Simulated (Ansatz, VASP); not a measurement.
# Sb in VASP and in Ansatz

```
Sb
1.0
    -1.87134    1.87134    1.87134
     1.87134   -1.87134    1.87134
     1.87134    1.87134   -1.87134
Sb
1
Direct
  0.00000 0.00000 0.00000
```

Alike in both runs: functional PBEsol; k mesh 8 × 8 × 8; occupations fermi-dirac, width 0.05 eV; non-collinear spin, spin-orbit coupling.

```csv
,VASP,Ansatz
version,VASP 6.6.1,Ansatz 0.2.0
potentials or method,"VASP PAW PBE potentials, release 64 (Sb), cutoff 520 eV","all-electron LAPW, relativistic spinors"
task,single point,band structure
```

```csv
,VASP,Ansatz,Ansatz less VASP
pressure (GPa),-0.7,-0.6,+0.04
net moment per atom (μB),0.00,0.00,0.000
```

VASP's potentials were made for PBE, not for PBEsol. Ansatz ran all-electron here, and VASP with PAW potentials.

Noted on Ansatz's run: the k mesh is thin for a metal, which can move the energy by tens of meV per atom.
